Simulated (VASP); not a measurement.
Wanted: the native input for a VASP 6.6.1 run.

| Item | Value |
| --- | --- |
| Task | single point |
| Functional | LDA |
| Potentials or basis | VASP PAW LDA potentials, release 64 (Mg) |
| Cutoff | 600 eV |
| k mesh | 8 × 8 × 8 |
| Occupations | gaussian, width 0.05 eV |
| Spin | no spin polarisation |
| Dipole correction | no |
| Further INCAR settings | ALGO = Normal; EDIFF = 1e-06; NBANDS = 7 |

The structure of Mg lies in POSCAR:

```
Mg
1.0
   -1.4670609600      1.4670609600      1.4670609600
    1.4670609600     -1.4670609600      1.4670609600
    1.4670609600      1.4670609600     -1.4670609600
Mg
1
Direct
    0.0000000000      0.0000000000      0.0000000000
```

One way to write it, as run:

INCAR

```
SYSTEM = Mg
ALGO     = Normal         ! electronic algorithm
EDIFF    = 1E-6           ! SCF threshold, eV
ENCUT    = 600            ! plane-wave cutoff, eV
GGA_COMPAT= .FALSE.      
ISIF     = 2              ! what is computed and relaxed
ISMEAR   = 0              ! smearing method
LASPH    = .TRUE.         ! aspherical terms in the spheres
LCHARG   = .TRUE.         ! write CHGCAR
LELF     = .TRUE.         ! ELF
LREAL    = .FALSE.        ! projectors in reciprocal space
LVHAR    = .TRUE.       
LWAVE    = .FALSE.        ! write WAVECAR
NBANDS   = 7              ! bands
NELM     = 120            ! most SCF steps
PREC     = Accurate       ! precision mode
SIGMA    = 0.05           ! smearing width, eV
```

KPOINTS

```
k-points
0
G
  8 8 8
  0 0 0
```

Potentials or basis: VASP PAW LDA potentials, release 64 (Mg).

Run with:

```sh
$ cat potpaw_LDA.64/Mg/POTCAR > POTCAR
$ mpirun -np 1 vasp_std > vasp.out
```

Results of the run:

```yaml
Pressure: 60.1 GPa
Band_gap_on_the_k_mesh: zero (band 1 reaches 10.46 eV, above the bottom of band 2 at 5.60 eV)
```

Caveat: the k points lie up to 0.38 Å⁻¹ apart.

It took 3.6 s on 1 thread of Intel(R) Xeon(R) Platinum 8488C (Sapphire Rapids), on a shared host, peak memory 0.11 GiB.
